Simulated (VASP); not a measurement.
# Ga (Pm-3m) in VASP: notebook

The runs below take Ga through single point, with r2SCAN0, r2SCAN.

All numbers are computed with VASP 6.6.1; they aren't measurements. Logs are shortened: lines on timing, memory, paths and dates and some standing lists are left out, and cuts for length are marked.

## Step 1: The cell of the first run

It takes space group Pm-3m (No. 221, cubic). Conventional cell: a = 2.671 Å, b = 2.671 Å, c = 2.671 Å, α = 90.00°, β = 90.00°, γ = 90.00°. Ga (site symmetry m-3m) has 6 Ga at 2.67 Å within 3.5 Å.

## Step 2: Single point, r2SCAN0

The input, POSCAR:

```
Ga
1.0
    2.6706200783      0.0000000000      0.0000000000
    0.0000000000      2.6706200783      0.0000000000
    0.0000000000      0.0000000000      2.6706200783
Ga
1
Direct
    0.0000000000      0.0000000000      0.0000000000
```

The input, INCAR.step1:

```
ALGO = Normal
EDIFF = 1E-5
ENCUT = 520
GGA = PE
ISIF = 2
ISMEAR = -1
LASPH = True
LREAL = False
LWAVE = True
NBANDS = 12
NELM = 60
PREC = Accurate
SIGMA = 0.1
```

The input, INCAR.step2:

```
AEXX = 0.25
ALGO = Normal
EDIFF = 1E-6
ENCUT = 520
ISIF = 2
ISMEAR = -1
ISTART = 1
LASPH = True
LCHARG = True
LELF = True
LHFCALC = True
LMIXTAU = True
LREAL = False
LVHAR = True
LWAVE = False
METAGGA = R2SCAN
NBANDS = 12
NELM = 60
PREC = Accurate
PRECFOCK = Normal
SIGMA = 0.1
```

The input, KPOINTS:

```
k-points
0
Gamma
  6 6 6
```

Potentials or basis: VASP PAW PBE potentials, release 64 (Ga_d).

On the command line:

```bash
$ cat potpaw_PBE.64/Ga_d/POTCAR > POTCAR
$ cp INCAR.step1 INCAR
$ mpirun -np 1 vasp_std > vasp.out
$ cp INCAR.step2 INCAR
$ mpirun -np 1 vasp_std > vasp.out
```

OUTCAR:

```text
AEXX = 0.25
   EDIFF = 1E-6
   ENCUT = 520
   ISIF = 2
   ISMEAR = -1
   ISTART = 1
   LASPH = True
   LHFCALC = True
   LREAL = False
   METAGGA = R2SCAN
   NELM = 60
   PREC = Accurate
   PRECFOCK = Normal

 ion  position               nearest neighbor table
   1  0.000  0.000  0.000-

  LATTYP: Found a simple cubic cell.
 ALAT       =     2.6706200783

  Lattice vectors:

 A1 = (   2.6706200783,   0.0000000000,   0.0000000000)
 A2 = (   0.0000000000,   2.6706200783,   0.0000000000)
 A3 = (   0.0000000000,   0.0000000000,   2.6706200783)

Analysis of symmetry for initial positions (statically):
=====================================================================
 Subroutine PRICEL returns:
 Original cell was already a primitive cell.

 Routine SETGRP: Setting up the symmetry group for a
 simple cubic supercell.

 Subroutine GETGRP returns: Found 48 space group operations
 (whereof 48 operations were pure point group operations)
 out of a pool of 48 trial point group operations.

The static configuration has the point symmetry O_h .

Analysis of symmetry for dynamics (positions and initial velocities):
=====================================================================
 Subroutine PRICEL returns:
 Original cell was already a primitive cell.

 Routine SETGRP: Setting up the symmetry group for a
 simple cubic supercell.

 Subroutine GETGRP returns: Found 48 space group operations
 (whereof 48 operations were pure point group operations)
 out of a pool of 48 trial point group operations.

The dynamic configuration has the point symmetry O_h .

 Subroutine INISYM returns: Found 48 space group operations
 (whereof 48 operations are pure point group operations),
 and found     1 'primitive' translations

----------------------------------------------------------------------------------------

                                     Primitive cell

  volume of cell :      19.0474

  direct lattice vectors                    reciprocal lattice vectors
     2.670620078  0.000000000  0.000000000     0.374444874  0.000000000  0.000000000
     0.000000000  2.670620078  0.000000000     0.000000000  0.374444874  0.000000000
     0.000000000  0.000000000  2.670620078     0.000000000  0.000000000  0.374444874

  length of vectors
     2.670620078  2.670620078  2.670620078     0.374444874  0.374444874  0.374444874

  position of ions in fractional coordinates (direct lattice)
     0.000000000  0.000000000  0.000000000

  ion indices of the primitive-cell ions
   primitive index   ion index
                 1           1

----------------------------------------------------------------------------------------

 KPOINTS: k-points

Automatic generation of k-mesh.
 Grid dimensions read from file:
 generate k-points for:    6    6    6

 Generating k-lattice:

  Cartesian coordinates                     Fractional coordinates (reciprocal lattice)
     0.062407479  0.000000000  0.000000000     0.166666667  0.000000000  0.000000000
     0.000000000  0.062407479  0.000000000     0.000000000  0.166666667  0.000000000
     0.000000000  0.000000000  0.062407479     0.000000000  0.000000000  0.166666667

  Length of vectors
     0.062407479  0.062407479  0.062407479

  Shift w.r.t. Gamma in fractional coordinates (k-lattice)
     0.000000000  0.000000000  0.000000000

 Subroutine IBZKPT returns following result:
 ===========================================

 Found     20 irreducible k-points:

 Following reciprocal coordinates:
            Coordinates               Weight
  0.000000  0.000000  0.000000      1.000000
  0.166667  0.000000  0.000000      6.000000
  0.333333  0.000000  0.000000      6.000000
  0.500000  0.000000  0.000000      3.000000
  0.166667  0.166667  0.000000     12.000000
  0.333333  0.166667  0.000000     24.000000
[... 12 lines left out ...]
  0.500000  0.500000  0.333333      6.000000
  0.500000  0.500000  0.500000      1.000000
   k-points           NKPTS =     20   k-points in BZ     NKDIM =    216   number of bands    NBANDS=     12
   number of dos      NEDOS =    301   number of ions     NIONS =      1
   total plane-waves  NPLWV =   8000
   dimension x,y,z NGX =    20 NGY =   20 NGZ =   20
   dimension x,y,z NGXF=    40 NGYF=   40 NGZF=   40
   ions per type =               1
   NGX,Y,Z   is equivalent  to a cutoff of  12.45, 12.45, 12.45 a.u.
   NGXF,Y,Z  is equivalent  to a cutoff of  24.90, 24.90, 24.90 a.u.
 SYSTEM =  unknown system
   PREC   = accura    normal or accurate (medium, high low for compatibility)
   ISTART =      1    job   : 0-new  1-cont  2-samecut
   ICHARG =      0    charge: 1-file 2-atom 10-const
   ISPIN  =      1    spin polarized calculation?
   LNONCOLLINEAR =      F non collinear calculations
   LSORBIT =      F    spin-orbit coupling
   LASPH  =      T    aspherical Exc in radial PAW
   ENCUT  =  520.0 eV  38.22 Ry    6.18 a.u.   4.97  4.97  4.97*2*pi/ulx,y,z
   NELM   =     60;   NELMIN=  2; NELMDL=  0     # of ELM steps
   EDIFF  = 0.1E-05   stopping-criterion for ELM
   LREAL  =      F    real-space projection
   EDIFFG = 0.1E-04   stopping-criterion for IOM
   NSW    =      0    number of steps for IOM
   IBRION =     -1    ionic relax: 0-MD 1-quasi-New 2-CG
   NFREE  =      0    steps in history (QN), initial steepest desc. (CG)
   ISIF   =      2    stress and relaxation
   ISYM   =      3    0-nonsym 1-usesym 2-fastsym
   POTIM  = 0.5000    time-step for ionic-motion
   TEBEG  =    0.0;   TEEND  =   0.0 temperature during run
   PSTRESS=    0.0 pullay stress
   NELECT =      13.0000    total number of electrons
   NUPDOWN=      -1.0000    fix difference up-down
   EMIN   =  10.00;   EMAX   =-10.00  energy-range for DOS
   EFERMI =   0.00;   METHOD = LEGACY
   ISMEAR =    -1;   SIGMA  =   0.10  broadening in eV -4-tet -1-fermi 0-gaus
   EFERMI_NEDOS =   21; number of points for ismear=-14 and -15
   IALGO  =     38    algorithm
   IMIX   =      1    mixing-type and parameters
     AMIX     =   0.40;   BMIX     =  1.00
     AMIX_MAG =   1.60;   BMIX_MAG =  1.00
  volume/ion in A,a.u.               =      19.05       128.54
  Fermi-wavevector in a.u.,A,eV,Ry     =   1.441376  2.723805 28.266970  2.077564
  Thomas-Fermi vector in A             =   2.560015
   LORBIT       =      0    0 simple, 1 ext, 2 COOP (PROOUT), +10 PAW based schemes
   METAGGA = R2SCAN    functional components
   LHFCALC =     T    Hartree Fock is set to
   PRECFOCK=normal    Normal, Fast or Accurate (Low or Medium for compatibility)
   ENCUT4O =  -1.0   cutoff for four orbital integrals eV
   NKREDX  =     1    reduce k-point grid by
   NKREDY  =     1    reduce k-point grid by
   NKREDZ  =     1    reduce k-point grid by
   AEXX    =    0.2500 exact exchange contribution
   HFSCREEN=    0.0000 screening length (either q_TF or 0.3 A-1)
   HFSCREENC=   0.0000 screening length for correlation (either q_TF or 0.3 A-1)
   ENCUTFOCK=  -1.0 apply spherical cutoff to Coloumb kernel
   IVDW    =     0    specifies the selected vdW correction
   LEPSILON=     F    determine dielectric tensor
   LRPA    =     F    only Hartree local field effects (RPA)
 non-spin polarized calculation
  energy-cutoff  :      520.00
  volume of cell :       19.05
 maximum number of plane-waves:       536
 NGX is ok and might be reduce to    20
  NGX = 16; NGY = 16; NGZ = 16

 number of electron      12.9999997 magnetization

 Free energy of the ion-electron system (eV)
  ---------------------------------------------------
  ext. energy  EPLUGINS =         0.00000000
  ---------------------------------------------------
  free energy    TOTEN  =        -9.93386529 eV

  energy without entropy =       -9.92544129  energy(sigma->0) =       -9.92965329

 E-fermi :   5.1411     XC(G=0):  -9.2924

 val. band max:        4.5266784321   @ k =   0.5000   0.5000   0.1667
 cond. band min:       5.2175275343   @ k =   0.5000   0.3333   0.3333
 fundamental gap:      0.6908491022
 Fermi energy:         5.1411367081

 k-point     1 :       0.0000    0.0000    0.0000
  band No.  band energies     occupation
      1     -13.7668      2.00000
      2     -13.7668      2.00000
      3     -13.1741      2.00000
      4     -13.1741      2.00000
      5     -13.1741      2.00000
      6      -8.0841      2.00000
      7      16.0416      0.00000
      8      16.0416      0.00000
      9      16.0416      0.00000
     10      18.7830      0.00000
     11      18.7830      0.00000
     12      22.3298      0.00000

 k-point     2 :       0.1667    0.0000    0.0000
  band No.  band energies     occupation
      1     -13.7551      2.00000
      2     -13.6675      2.00000
      3     -13.2155      2.00000
      4     -13.2155      2.00000
      5     -13.1706      2.00000
      6      -7.4028      2.00000
      7      10.4149      0.00000
      8      16.7098      0.00000
      9      16.7098      0.00000
     10      19.3231      0.00000
     11      21.4317      0.00000
     12      26.5343      0.00000

 k-point     3 :       0.3333    0.0000    0.0000
  band No.  band energies     occupation
      1     -13.7318      2.00000
      2     -13.4805      2.00000
      3     -13.2978      2.00000
      4     -13.2978      2.00000
      5     -13.1637      2.00000
      6      -5.3321      2.00000
      7       3.6631      2.00000
      8      18.5267      0.00000
      9      18.5267      0.00000
     10      20.9303      0.00000
     11      22.9212      0.00000
     12      27.8925      0.00000

 k-point     4 :       0.5000    0.0000    0.0000
  band No.  band energies     occupation
      1     -13.7202      2.00000
      2     -13.3920      2.00000
      3     -13.3386      2.00000
      4     -13.3386      2.00000
      5     -13.1603      2.00000
      6      -2.6444      2.00000
      7      -0.5007      2.00000
      8      20.1182      0.00000
      9      20.1182      0.00000
     10      22.9777      0.00000
     11      24.1851      0.00000
     12      24.6752      0.00000

 k-point     5 :       0.1667    0.1667    0.0000
  band No.  band energies     occupation
      1     -13.7030      2.00000
      2     -13.6026      2.00000
      3     -13.2663      2.00000
      4     -13.2141      2.00000
      5     -13.2087      2.00000
      6      -6.7215      2.00000
      7      10.5365      0.00000
      8      11.7155      0.00000
      9      17.3775      0.00000
     10      20.8767      0.00000
     11      26.0561      0.00000
     12      26.2593      0.00000
[... 168 lines left out ...]
      1     -13.4772      2.00000
      2     -13.4539      2.00000
      3     -13.4539      2.00000
      4     -13.2077      2.00000
      5     -13.2077      2.00000
      6       0.1298      2.00000
      7       8.6723      0.00000
      8       8.6723      0.00000
      9      11.7342      0.00000
     10      18.4278      0.00000
     11      18.4278      0.00000
     12      18.6595      0.00000

 k-point    18 :       0.5000    0.3333    0.3333
  band No.  band energies     occupation
      1     -13.5276      2.00000
      2     -13.5088      2.00000
      3     -13.4505      2.00000
      4     -13.2024      2.00000
      5     -13.0801      2.00000
      6       2.7594      2.00000
      7       5.2175      0.63560
      8      10.2693      0.00000
      9      13.6608      0.00000
     10      14.8229      0.00000
     11      15.7412      0.00000
     12      20.4966      0.00000

 k-point    19 :       0.5000    0.5000    0.3333
  band No.  band energies     occupation
      1     -13.5812      2.00000
      2     -13.5058      2.00000
      3     -13.5058      2.00000
      4     -13.1396      2.00000
      5     -13.0050      2.00000
      6       6.3327      0.00001
      7       7.0324      0.00000
      8       7.0324      0.00000
      9      12.5056      0.00000
     10      14.6644      0.00000
     11      17.2407      0.00000
     12      17.2407      0.00000

 k-point    20 :       0.5000    0.5000    0.5000
  band No.  band energies     occupation
      1     -13.5670      2.00000
      2     -13.5670      2.00000
      3     -13.5670      2.00000
      4     -13.0021      2.00000
      5     -13.0021      2.00000
      6       8.6630      0.00000
      7       8.6630      0.00000
      8       8.6630      0.00000
      9      11.0928      0.00000
     10      14.5976      0.00000
     11      14.5976      0.00000
     12      14.5976      0.00000

------------------------ aborting loop because EDIFF is reached ----------------------------------------

  FORCE on cell =-STRESS in cart. coord.  units (eV):
  Direction    XX          YY          ZZ          XY          YZ          ZX
  --------------------------------------------------------------------------------------
  -------------------------------------------------------------------------------------
  Total        0.1644419      0.1644419      0.1644419      0.0000000     -0.0000000      0.0000000
  in kB       13.8320582     13.8320582     13.8320582      0.0000000     -0.0000000      0.0000000
  external PRESSURE =      13.8320582 kB  Pullay stress =       0.0000000 kB

 VOLUME and BASIS-vectors are now :
 -----------------------------------------------------------------------------
  energy-cutoff  :      520.00
  volume of cell :       19.05
      direct lattice vectors                 reciprocal lattice vectors
     2.670620078  0.000000000  0.000000000     0.374444874  0.000000000  0.000000000
     0.000000000  2.670620078  0.000000000     0.000000000  0.374444874  0.000000000
     0.000000000  0.000000000  2.670620078     0.000000000  0.000000000  0.374444874

 POSITION                                       TOTAL-FORCE (eV/Angst)
 -----------------------------------------------------------------------------------
      0.00000      0.00000      0.00000         0.000000      0.000000      0.000000
 -----------------------------------------------------------------------------------
    total drift:                               -0.000000     -0.000000     -0.000000

  FREE ENERGIE OF THE ION-ELECTRON SYSTEM (eV)
  ---------------------------------------------------
  free  energy   TOTEN  =        -9.9338652929 eV

  energy  without entropy=       -9.9254412909  energy(sigma->0) =       -9.92965329
```

Run time: 9.2 min. Hardware: 1 thread of AMD EPYC 9R14 (Zen 4), shared host; peak memory 0.1 GiB.

Results:

* Free energy: -9.9339 eV
* Pressure: 1.4 GPa

Caveat: the k points lie up to 0.39 Å⁻¹ apart; the PAW data sets were made with another functional, which shifts forces and pressure a little.

## Step 3: Single point, r2SCAN

POSCAR is that of step 2.

The input, INCAR.step1:

```
PREC = Accurate
ENCUT = 550
ISMEAR = -1
SIGMA = 0.1
LREAL = F
LASPH = T
NELM = 120
NBANDS = 12
GGA = PE
ALGO = Normal
EDIFF = 1E-5
LWAVE = T
LCHARG = F
GGA_COMPAT = F
```

The input, INCAR.step2:

```
PREC = Accurate
ENCUT = 550
EDIFF = 1E-6
ISMEAR = -1
SIGMA = 0.1
LREAL = F
LASPH = T
NELM = 120
ALGO = Normal
ISIF = 2
LWAVE = F
LCHARG = F
METAGGA = R2SCAN
LMIXTAU = T
NBANDS = 12
ISTART = 1
GGA_COMPAT = F
```

The input, KPOINTS:

```
regular mesh
0
Gamma
  6 6 6
```

Potentials or basis: VASP PAW PBE potentials, release 64 (Ga_d).

On the command line:

```bash
$ cat potpaw_PBE.64/Ga_d/POTCAR > POTCAR
$ cp INCAR.step1 INCAR
$ mpirun -np 1 vasp_std > vasp.out
$ cp INCAR.step2 INCAR
$ mpirun -np 1 vasp_std > vasp.out
```

OUTCAR:

```text
PREC = Accurate
   ENCUT = 550
   EDIFF = 1E-6
   ISMEAR = -1
   LREAL = F
   LASPH = T
   NELM = 120
   ISIF = 2
   METAGGA = R2SCAN
   ISTART = 1

 ion  position               nearest neighbor table
   1  0.000  0.000  0.000-

  LATTYP: Found a simple cubic cell.
 ALAT       =     2.6706200783

  Lattice vectors:

 A1 = (   2.6706200783,   0.0000000000,   0.0000000000)
 A2 = (   0.0000000000,   2.6706200783,   0.0000000000)
[... 471 lines left out ...]
     10      13.8496      0.00000
     11      13.8496      0.00000
     12      13.8496      0.00000

------------------------ aborting loop because EDIFF is reached ----------------------------------------

  FORCE on cell =-STRESS in cart. coord.  units (eV):
  Direction    XX          YY          ZZ          XY          YZ          ZX
  --------------------------------------------------------------------------------------
  -------------------------------------------------------------------------------------
  Total        0.1611831      0.1611831      0.1611831      0.0000000      0.0000000     -0.0000000
  in kB       13.5579447     13.5579447     13.5579447      0.0000000      0.0000000     -0.0000000
  external PRESSURE =      13.5579447 kB  Pullay stress =       0.0000000 kB

 VOLUME and BASIS-vectors are now :
 -----------------------------------------------------------------------------
  energy-cutoff  :      550.00
  volume of cell :       19.05
      direct lattice vectors                 reciprocal lattice vectors
     2.670620078  0.000000000  0.000000000     0.374444874  0.000000000  0.000000000
     0.000000000  2.670620078  0.000000000     0.000000000  0.374444874  0.000000000
     0.000000000  0.000000000  2.670620078     0.000000000  0.000000000  0.374444874

 POSITION                                       TOTAL-FORCE (eV/Angst)
 -----------------------------------------------------------------------------------
      0.00000      0.00000      0.00000         0.000000      0.000000      0.000000
 -----------------------------------------------------------------------------------
    total drift:                               -0.000000      0.000000      0.000000

  FREE ENERGIE OF THE ION-ELECTRON SYSTEM (eV)
  ---------------------------------------------------
  free  energy   TOTEN  =       -11.2295145736 eV

  energy  without entropy=      -11.2087032212  energy(sigma->0) =      -11.21910890
```

OSZICAR.step1:

```text
N       E                     dE             d eps       ncg     rms          rms(c)
DAV:   1     0.455781366025E+02    0.45578E+02   -0.66129E+03   504   0.194E+03
DAV:   2    -0.584208727674E+00   -0.46162E+02   -0.44654E+02   492   0.269E+02
DAV:   3    -0.275506944501E+01   -0.21709E+01   -0.21656E+01   556   0.465E+01
DAV:   4    -0.277371148522E+01   -0.18642E-01   -0.18639E-01   560   0.463E+00
DAV:   5    -0.277389788523E+01   -0.18640E-03   -0.18638E-03   588   0.439E-01    0.953E-01
DAV:   6    -0.275446484827E+01    0.19433E-01   -0.41509E-02   552   0.402E+00    0.470E-01
DAV:   7    -0.275206824325E+01    0.23966E-02   -0.67515E-03   648   0.137E+00    0.138E-01
DAV:   8    -0.275184740645E+01    0.22084E-03   -0.71034E-04   576   0.437E-01    0.143E-02
DAV:   9    -0.275185331313E+01   -0.59067E-05   -0.11195E-05   452   0.343E-02
   1 F= -.27518533E+01 E0= -.27401154E+01  d E =-.234758E-01
```

It took 42 s on 1 thread of Intel Xeon 8259CL, shared host; peak memory 0.13 GiB.

What came out:

```yaml
Free_energy: -11.2295 eV
Pressure: 1.4 GPa
```

Caveat: the k points lie up to 0.39 Å⁻¹ apart; the PAW data sets were made with another functional, which shifts forces and pressure a little.
